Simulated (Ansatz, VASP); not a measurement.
One calculation of BaTiO3, two programs

```xyz
5
Lattice="4.0193 0.0000 0.0000 0.0000 4.0193 0.0000 0.0000 0.0000 4.1398" Properties=species:S:1:pos:R:3 pbc="T T T"
Ba    2.0096    2.0096    2.0699
Ti    0.0000    0.0000    0.0000
O     2.0096    0.0000    0.0000
O     0.0000    2.0096    0.0000
O     0.0000    0.0000    2.0699
```

Change from the starting cell: strain along c alone, the other axes held, atoms relaxed: +3.0 %.

Alike in both runs: task single point; functional PBE; k mesh 8 × 8 × 8; occupations gaussian, width 0.02 eV; no spin polarisation.

|  | VASP | Ansatz |
| --- | --- | --- |
| version | VASP 6.6.1 | Ansatz 0.2.0 |
| potentials or method | VASP PAW PBE potentials, release 64 (Ba_sv, Ti_sv, O), cutoff 520 eV | scalar-relativistic, plane waves, PAW |
| valence electrons in the cell | 40 | 40 |

Ansatz gave:

| Quantity | Value |
| --- | --- |
| gap on the k mesh at the Fermi level (eV) | 1.66 |
| least direct gap on the mesh (eV) | 1.84 |
| pressure (GPa) | -4.3 |
| traceless stress, the component that is largest in VASP (GPa) | -2.92 |

Problem. Estimate VASP's values.

Solution. gap on the k mesh at the Fermi level (eV): 1.61; least direct gap on the mesh (eV): 1.82; pressure (GPa): -2.8; traceless stress, the component that is largest in VASP (GPa): -3.04.

Spin-orbit coupling is off throughout.
